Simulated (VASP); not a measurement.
Crystal: Ga3O2.

```
Ga O
1.0
     3.46567    0.00000    0.00000
     0.00000    3.46567    0.00000
     0.00000    0.00000    8.07658
Ga O
3 2
Direct
  0.00000 0.00000 0.69131
  0.00000 0.00000 0.30869
  0.50000 0.50000 0.50000
  0.00000 0.00000 0.08469
  0.00000 0.00000 0.91531
```

- Program: VASP 6.6.1
- Task: relaxation of cell and atoms
- Functional: PBE
- Potentials or basis: VASP PAW PBE potentials, release 64 (Ga_d, O)
- Cutoff: 600 eV
- k mesh: 6 × 6 × 2
- Occupations: gaussian, width 0.1 eV
- Spin: no spin polarisation

At the start: pressure 1.2 GPa; volume 19.40 Å³/atom.

Problem. How do energy, volume and symmetry change on relaxing?

Solution. Over 11 steps the energy falls by 3.7 meV/atom and the volume is 20.32 Å³/atom (+4.7 %); space group P4/mmm (No. 123, to 0.05 Å).

The path:
| step | energy change (eV) | largest force (eV/Å) | pressure (GPa) | volume (Å³) |
| --- | --- | --- | --- | --- |
| 1 | 0.0000 | 0.2522 | 1.21 | 97.01 |
| 2 | -0.0032 | 0.5156 | -0.11 | 99.08 |
| 3 | -0.0062 | 0.2251 | 0.48 | 98.21 |
| 4 | -0.0147 | 0.0425 | 0.03 | 100.08 |
| 5 | -0.0164 | 0.1185 | -0.31 | 101.29 |
| 6 | -0.0165 | 0.1898 | 0.29 | 101.65 |
| 7 | -0.0180 | 0.0570 | 0.10 | 101.48 |
| 8 | -0.0180 | 0.0611 | 0.02 | 101.48 |
| 9 | -0.0182 | 0.0569 | -0.04 | 101.56 |
| 10 | -0.0182 | 0.0594 | -0.02 | 101.56 |
| 11 | -0.0184 | 0.0281 | -0.04 | 101.58 |

Final structure:
```
Ga O
1.0
     3.54513    0.00000    0.00000
     0.00000    3.54513    0.00000
     0.00000    0.00000    8.08277
Ga O
3 2
Direct
  0.00000 0.00000 0.69027
  0.00000 0.00000 0.30973
  0.50000 0.50000 0.50000
  0.00000 0.00000 0.08541
  0.00000 0.00000 0.91459
```

Caveat: the k points lie up to 0.39 Å⁻¹ apart in the final cell; an odd number of electrons without spin polarisation forces a metal; a magnetic or distorted state may lie lower.
